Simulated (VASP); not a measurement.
# CaO (I-4m2) in VASP: notebook

Aim: see how the results for CaO move with the level of theory and the settings. Levels: r2SCAN, HSE06. Tasks: single point.

Program: VASP 6.6.1. These are calculated values, not measurements. Logs are shortened: lines on timing, memory, paths and dates and some standing lists are left out, and cuts for length are marked.

### Step 1. The cell of the first run

The structure is tetragonal, space group I-4m2 (No. 119). The conventional cell has a = 3.686 Å, b = 3.686 Å, c = 5.180 Å, α = 90.00°, β = 90.00°, γ = 90.00°. Within 3.0 Å of Ca (site symmetry -4m2) lie 4 O at 2.25 Å. Within 3.0 Å of O (site symmetry -4m2) lie 4 Ca at 2.25 Å.

### Step 2. Single point, r2SCAN (uniaxial x strain -0.7%)

Input file POSCAR:

```
CaO
1.0
    0.0000000000      2.6067317416      2.6067317416
    2.5897879853      0.0000000000      2.6067317416
    2.5897879853      2.6067317416      0.0000000000
Ca O
1 1
Direct
    0.0000000000      0.0000000000      0.0000000000
    0.2500000000      0.2500000000      0.2500000000
```

Input file INCAR.step1:

```
ALGO = Normal ; EDIFF = 1E-5
ENCUT = 1480 ; GGA = PE
GGA_COMPAT = False ; ISMEAR = 0
LASPH = True ; LCHARG = False
LREAL = False ; LWAVE = True
NBANDS = 15 ; NELM = 120
PREC = Accurate ; SIGMA = 0.01
```

Input file INCAR.step2:

```
ALGO = Normal ; EDIFF = 1E-6
ENCUT = 1480 ; GGA_COMPAT = False
ISIF = 2 ; ISMEAR = 0
ISTART = 1 ; LASPH = True
LCHARG = False ; LMIXTAU = True
LREAL = False ; LWAVE = False
METAGGA = R2SCAN ; NBANDS = 15
NELM = 120 ; PREC = Accurate
SIGMA = 0.01
```

Input file KPOINTS:

```
k-points
0
Gamma
  8 8 8
```

Potentials or basis: VASP PAW PBE potentials, release 64 (Ca_sv, O_h).

Started as:

```sh
cat potpaw_PBE.64/Ca_sv/POTCAR potpaw_PBE.64/O_h/POTCAR > POTCAR
cp INCAR.step1 INCAR
mpirun -np 1 vasp_std > vasp.out
cp INCAR.step2 INCAR
mpirun -np 1 vasp_std > vasp.out
```

OUTCAR:

```text
EDIFF = 1E-6
   ENCUT = 1480
   ISIF = 2
   ISMEAR = 0
   ISTART = 1
   LASPH = True
   LREAL = False
   METAGGA = R2SCAN
   NELM = 120
   PREC = Accurate

 ion  position               nearest neighbor table
   1  0.000  0.000  0.000-   2 2.25   2 2.25   2 2.25   2 2.25
   2  0.250  0.250  0.250-   1 2.25   1 2.25   1 2.25   1 2.25

  LATTYP: Found a body centered tetragonal cell.
 ALAT       =     3.6864753824
 C/A-ratio  =     1.4050211742

  Lattice vectors:

 A1 = (  -2.5897879853,   0.0000000000,  -2.6067317416)
 A2 = (  -2.5897879853,   0.0000000000,   2.6067317416)
 A3 = (   2.5897879853,   2.6067317416,   0.0000000000)

Analysis of symmetry for initial positions (statically):
=====================================================================
 Subroutine PRICEL returns:
 Original cell was already a primitive cell.

 Routine SETGRP: Setting up the symmetry group for a
 body centered tetragonal supercell.

 Subroutine GETGRP returns: Found  8 space group operations
 (whereof  8 operations were pure point group operations)
 out of a pool of 16 trial point group operations.

The static configuration has the point symmetry D_2d.

Analysis of symmetry for dynamics (positions and initial velocities):
=====================================================================
 Subroutine PRICEL returns:
 Original cell was already a primitive cell.

 Routine SETGRP: Setting up the symmetry group for a
 body centered tetragonal supercell.

 Subroutine GETGRP returns: Found  8 space group operations
 (whereof  8 operations were pure point group operations)
 out of a pool of 16 trial point group operations.

The dynamic configuration has the point symmetry D_2d.

 Subroutine INISYM returns: Found  8 space group operations
 (whereof  8 operations are pure point group operations),
 and found     1 'primitive' translations

----------------------------------------------------------------------------------------

                                     Primitive cell

  volume of cell :      35.1955

  direct lattice vectors                    reciprocal lattice vectors
     0.000000000  2.606731742  2.606731742    -0.193065997  0.191811068  0.191811068
     2.589787985  0.000000000  2.606731742     0.193065997 -0.191811068  0.191811068
     2.589787985  2.606731742  0.000000000     0.193065997  0.191811068 -0.191811068

  length of vectors
     3.686475382  3.674513870  3.674513870     0.332952626  0.332952626  0.332952626

  position of ions in fractional coordinates (direct lattice)
[... 90 lines left out ...]
   NELECT =      16.0000    total number of electrons
   NUPDOWN=      -1.0000    fix difference up-down
   EMIN   =  10.00;   EMAX   =-10.00  energy-range for DOS
   EFERMI =   0.00;   METHOD = LEGACY
   ISMEAR =     0;   SIGMA  =   0.01  broadening in eV -4-tet -1-fermi 0-gaus
   EFERMI_NEDOS =   21; number of points for ismear=-14 and -15
   IALGO  =     38    algorithm
   IMIX   =      4    mixing-type and parameters
     AMIX     =   0.40;   BMIX     =  1.00
     AMIX_MAG =   1.60;   BMIX_MAG =  1.00
  volume/ion in A,a.u.               =      17.60       118.76
  Fermi-wavevector in a.u.,A,eV,Ry     =   1.258788  2.378764 21.559067  1.584547
  Thomas-Fermi vector in A             =   2.392380
   LORBIT       =      0    0 simple, 1 ext, 2 COOP (PROOUT), +10 PAW based schemes
   METAGGA = R2SCAN    functional components
   LHFCALC =     F    Hartree Fock is set to
   AEXX    =    0.0000 exact exchange contribution
   IVDW    =     0    specifies the selected vdW correction
   LEPSILON=     F    determine dielectric tensor
   LRPA    =     F    only Hartree local field effects (RPA)
 non-spin polarized calculation
 Gauss-broadening in eV      SIGMA  =   0.01
  energy-cutoff  :     1480.00
  volume of cell :       35.20
 maximum number of plane-waves:      4581
 NGX is ok and might be reduce to    48
   NGX = 23   NGY = 23   NGZ = 23

 number of electron      16.0000000 magnetization

 Free energy of the ion-electron system (eV)
  ---------------------------------------------------
  ext. energy  EPLUGINS =         0.00000000
  ---------------------------------------------------
  free energy    TOTEN  =       -18.95300984 eV

  energy without entropy =      -18.95300984  energy(sigma->0) =      -18.95300984

 E-fermi :   0.5653     XC(G=0):  -9.6133

 val. band max:        0.3956569353   @ k =   0.5000  -0.2500   0.2500
 cond. band min:       4.1452670844   @ k =   0.0000   0.0000   0.0000
 fundamental gap:      3.7496101491
 Fermi energy:         0.5652737290

 k-point     1 :       0.0000    0.0000    0.0000
  band No.  band energies     occupation
      1     -38.1370      2.00000
      2     -18.1970      2.00000
      3     -18.1950      2.00000
      4     -18.1950      2.00000
      5     -15.3711      2.00000
      6      -0.2465      2.00000
      7      -0.2465      2.00000
      8      -0.2414      2.00000
      9       4.1453      0.00000
     10       9.0513      0.00000
     11       9.1015      0.00000
     12      10.7013      0.00000
     13      10.7013      0.00000
     14      10.7600      0.00000
[... 401 lines left out ...]
      2     -18.7677      2.00000
      3     -18.2872      2.00000
      4     -18.2293      2.00000
      5     -14.7859      2.00000
      6      -0.6180      2.00000
      7      -0.0673      2.00000
      8      -0.0513      2.00000
      9       6.3394      0.00000
     10       8.3327      0.00000
     11       8.6968      0.00000
     12      10.0154      0.00000
     13      10.9201      0.00000
     14      11.1200      0.00000
     15      13.9178      0.00000

 [... further k-points ...]

------------------------ aborting loop because EDIFF is reached ----------------------------------------

  FORCE on cell =-STRESS in cart. coord.  units (eV):
  Direction    XX          YY          ZZ          XY          YZ          ZX
  --------------------------------------------------------------------------------------
  -------------------------------------------------------------------------------------
  Total        0.3103562      0.2954450      0.2954450      0.0000000      0.0000000     -0.0000000
  in kB       14.1281123     13.4493192     13.4493192      0.0000000      0.0000000     -0.0000000
  external PRESSURE =      13.6755836 kB  Pullay stress =       0.0000000 kB

 VOLUME and BASIS-vectors are now :
 -----------------------------------------------------------------------------
  energy-cutoff  :     1480.00
  volume of cell :       35.20
      direct lattice vectors                 reciprocal lattice vectors
     0.000000000  2.606731742  2.606731742    -0.193065997  0.191811068  0.191811068
     2.589787985  0.000000000  2.606731742     0.193065997 -0.191811068  0.191811068
     2.589787985  2.606731742  0.000000000     0.193065997  0.191811068 -0.191811068

 POSITION                                       TOTAL-FORCE (eV/Angst)
 -----------------------------------------------------------------------------------
      0.00000      0.00000      0.00000        -0.000000     -0.000000     -0.000000
      1.29489      1.30337      1.30337         0.000000      0.000000      0.000000
 -----------------------------------------------------------------------------------
    total drift:                               -0.000000      0.000000      0.000000

  FREE ENERGIE OF THE ION-ELECTRON SYSTEM (eV)
  ---------------------------------------------------
  free  energy   TOTEN  =       -18.9530098392 eV

  energy  without entropy=      -18.9530098392  energy(sigma->0) =      -18.95300984
```

OUTCAR.step1:

```text
EDIFF = 1E-5
   ENCUT = 1480
   GGA = PE
   ISMEAR = 0
   LASPH = True
[... 654 lines left out ...]
 -----------------------------------------------------------------------------------
      0.00000      0.00000      0.00000         0.000000     -0.000000     -0.000000
      1.29489      1.30337      1.30337        -0.000000      0.000000      0.000000
 -----------------------------------------------------------------------------------
    total drift:                               -0.000000      0.000000      0.000000

  FREE ENERGIE OF THE ION-ELECTRON SYSTEM (eV)
  ---------------------------------------------------
  free  energy   TOTEN  =       -12.4434215506 eV

  energy  without entropy=      -12.4434215506  energy(sigma->0) =      -12.44342155
```

Run time: 6.2 min. Hardware: 1 thread of Intel Xeon Platinum 8375C at 2.90GHz (Ice Lake), shared host; peak memory 0.47 GiB.

What came out:

```yaml
Free_energy: -18.9530 eV
Pressure: 1.4 GPa
Band_gap_on_the_k_mesh: 3.75 eV (least direct gap 4.39 eV)
```

Caveat: the cell differs from its parent crystal (uniaxial x strain -0.7%); the structure was generated, so it needn't be the stable form of CaO; the PAW data sets were made with another functional, which shifts forces and pressure a little. A k mesh can miss the band edges.

### Step 3. Single point, HSE06 (uniaxial x strain -0.7%)

POSCAR is that of step 2.

Input file INCAR.step1:

```
PREC     = Accurate       # precision mode
ENCUT    = 520            # plane-wave cutoff, eV
EDIFF    = 1E-5           # SCF threshold, eV
ISMEAR   = 0              # smearing method
SIGMA    = 0.01           # smearing width, eV
LREAL    = False          # projectors in reciprocal space
LASPH    = True           # aspherical terms in the spheres
NELM     = 80             # most SCF steps
ALGO     = Normal         # electronic algorithm
ISIF     = 2              # what is computed and relaxed
LWAVE    = True           # write WAVECAR
LCHARG   = False          # write CHGCAR
NBANDS   = 15             # bands
GGA      = PE             # functional
```

Input file INCAR.step2:

```
PREC     = Accurate       # precision mode
ENCUT    = 520            # plane-wave cutoff, eV
EDIFF    = 1E-6           # SCF threshold, eV
ISMEAR   = 0              # smearing method
SIGMA    = 0.01           # smearing width, eV
LREAL    = False          # projectors in reciprocal space
LASPH    = True           # aspherical terms in the spheres
NELM     = 80             # most SCF steps
ALGO     = Normal         # electronic algorithm
ISIF     = 2              # what is computed and relaxed
LWAVE    = False          # write WAVECAR
LCHARG   = False          # write CHGCAR
GGA      = PE             # functional
LHFCALC  = True           # exact exchange
HFSCREEN = 0.2079         # screening, 1/A
PRECFOCK = Normal       
NBANDS   = 15             # bands
ISTART   = 1
```

Input file KPOINTS:

```
Automatic mesh
0
Gamma
  6 6 6
```

Potentials or basis: VASP PAW PBE potentials, release 64 (Ca_sv, O).

Started as:

```sh
cat potpaw_PBE.64/Ca_sv/POTCAR potpaw_PBE.64/O/POTCAR > POTCAR
cp INCAR.step1 INCAR
mpirun -np 1 vasp_std > vasp.out
cp INCAR.step2 INCAR
mpirun -np 1 vasp_std > vasp.out
```

Wall time 72 min (1 thread of Intel Xeon Platinum 8259CL at 2.50GHz (Skylake/Cascade Lake), shared host); peak memory 0.29 GiB.

It converged, with:

```yaml
Free_energy: -14.4488 eV
Pressure: 1.2 GPa
Band_gap_on_the_k_mesh: 4.73 eV (least direct gap 5.37 eV)
```

Stress tensor (GPa, compression positive):
```
1.25 0.00 0.00
0.00 1.16 0.00
0.00 0.00 1.16
```

Levels at points of the mesh, in eV from the valence-band top:
```
           k point  band 4  band 5  band 6  band 7  band 8  band 9  band 10  band 11  band 12  band 13
(0.00, 0.00, 0.00)  -19.11  -16.25   -0.64   -0.64   -0.64    4.73    10.11    10.16    11.83    11.83
(0.50, 0.00, 0.00)  -19.17  -15.44   -1.06   -0.38   -0.36    7.87     9.83     9.94     9.96    11.65
(0.50, 0.50, 0.00)  -19.27  -15.19   -1.51    0.00    0.00    6.52     8.45    11.36    11.60    11.61
(0.00, 0.50, 0.50)  -19.27  -15.20   -1.51   -0.01   -0.01    6.54     8.46    11.35    11.61    11.61
```

Caveat: the cell differs from its parent crystal (uniaxial x strain -0.7%); the structure was generated, so it needn't be the stable form of CaO; the PAW data sets were made with another functional, which shifts forces and pressure a little.
